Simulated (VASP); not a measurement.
# SbSe2: relaxation of cell and atoms with PBE

SbSe2:

```
Sb Se
1.0
     0.00000    3.57036    3.57036
     3.57036    0.00000    3.57036
     3.57036    3.57036    0.00000
Sb Se
1 2
Direct
  0.00000 0.00000 0.00000
  0.25000 0.25000 0.25000
  0.75000 0.75000 0.75000
```

* Program: VASP 6.6.1
* Task: relaxation of cell and atoms
* Functional: PBE
* Potentials or basis: VASP PAW PBE potentials, release 64 (Sb, Se)
* Cutoff: 600 eV
* k mesh: 4 × 4 × 4
* Occupations: gaussian, width 0.1 eV
* Spin: no spin polarisation
* Dipole correction: no
* Further INCAR settings: ALGO = Normal; EDIFF = 1e-06; IBRION = 2; EDIFFG = -0.04; NSW = 90; ISIF = 3

- Relaxed volume: 27.38 Å³/atom
- Relaxed cell: a = 4.879 Å, b = 4.879 Å, c = 4.879 Å, α = 60.00°, β = 60.00°, γ = 60.00°
- Space group after relaxing (to 0.05 Å): Fm-3m (No. 225)
- Energy gained by relaxing: 45.3 meV/atom
- Ionic steps: 3
- Pressure after relaxing: 0.0 GPa

The path:
| step | energy change (eV) | largest force (eV/Å) | pressure (GPa) | volume (Å³) |
| --- | --- | --- | --- | --- |
| 1 | 0.0000 | 0.0000 | -4.49 | 91.03 |
| 2 | -0.1283 | 0.0000 | 1.33 | 80.28 |
| 3 | -0.1360 | 0.0000 | 0.02 | 82.14 |

Final structure:
```cif
data_structure
_symmetry_space_group_name_H-M 'P 1'
_symmetry_Int_Tables_number 1
_cell_length_a 4.8794
_cell_length_b 4.8794
_cell_length_c 4.8794
_cell_angle_alpha 60.000
_cell_angle_beta 60.000
_cell_angle_gamma 60.000
_cell_volume 82.14
loop_
_atom_site_label
_atom_site_type_symbol
_atom_site_fract_x
_atom_site_fract_y
_atom_site_fract_z
_atom_site_occupancy
Sb1 Sb 0.00000 0.00000 0.00000 1
Se1 Se 0.25000 0.25000 0.25000 1
Se2 Se 0.75000 0.75000 0.75000 1
```

Levels at points of the mesh, in eV from the Fermi level:
```csv
k point,band 6,band 7,band 8,band 9,band 10,band 11,band 12
"(0.00, 0.00, 0.00)",-2.71,-2.00,-2.00,-2.00,1.52,1.52,1.52
"(0.50, 0.00, 0.00)",-2.99,-1.94,-1.94,0.37,2.98,2.98,3.88
"(0.50, 0.50, 0.00)",-1.89,0.22,0.22,0.77,1.13,3.87,3.87
```

Run time: 16 s on 1 thread of Intel(R) Xeon(R) 6975P-C (Granite Rapids), with other jobs on the host, peak memory 0.24 GiB.

Caveat: the k points lie up to 0.39 Å⁻¹ apart in the final cell; spin-orbit coupling is left out, which moves the levels of the heavy elements.
